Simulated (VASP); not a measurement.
Wanted: the native input for a VASP 6.6.1 run.

| Property | Result |
| --- | --- |
| Task | single point |
| Functional | LDA |
| Potentials or basis | VASP PAW LDA potentials, release 64 (Li_sv, Nb_sv, O) |
| Cutoff | 750 eV |
| k mesh | 6 × 6 × 6 |
| Occupations | gaussian, width 0.05 eV |
| Spin | no spin polarisation |
| Dipole correction | no |
| Further INCAR settings | ALGO = Normal; EDIFF = 1e-06; NBANDS = 45 |

The structure of LiNbO3 lies in POSCAR:

```
LiNbO3
1.0
    2.5170700273      1.4532310579      4.2520024949
   -2.5170700273      1.4532310579      4.2520024949
    0.0000000000     -2.9064621157      4.2520024949
Li Nb O
2 2 6
Direct
    0.2820532489      0.2820532489      0.2820532489
    0.7820532489      0.7820532489      0.7820532489
    0.9985425380      0.9985425380      0.9985425380
    0.4985425380      0.4985425380      0.4985425380
    0.1062571809      0.3667678423      0.7180491900
    0.7180491900      0.1062571809      0.3667678423
    0.3667678423      0.7180491900      0.1062571809
    0.2180491900      0.8667678423      0.6062571809
    0.8667678423      0.6062571809      0.2180491900
    0.6062571809      0.2180491900      0.8667678423
```

This cell differs from its parent crystal: volume 9.332 Å^3 an atom, c/a of the conventional cell 2.5339.

The input as run:

INCAR

```
  PREC = Accurate
  ENCUT = 750
  EDIFF = 1E-6
  ISMEAR = 0
  SIGMA = 0.05
  LREAL = F
  LASPH = T
  NELM = 120
  ALGO = Normal
  ISIF = 2
  LWAVE = F
  LCHARG = F
  NBANDS = 45
  GGA_COMPAT = F
```

KPOINTS

```
regular mesh
0
Gamma
  6 6 6
```

Potentials or basis: VASP PAW LDA potentials, release 64 (Li_sv, Nb_sv, O).

The run is started by

```console
$ cat potpaw_LDA.64/Li_sv/POTCAR potpaw_LDA.64/Nb_sv/POTCAR potpaw_LDA.64/O/POTCAR > POTCAR
$ mpirun -np 1 vasp_std > vasp.out
```

Results of the run:

- Pressure: 21.5 GPa
- Largest force: 0.982 eV/Å
- Band gap on the k mesh: 3.79 eV, indirect (least direct gap 3.89 eV)

Run time: 5.6 min on 1 thread of Intel Xeon 6975P-C, on a shared host, peak memory 0.37 GiB.
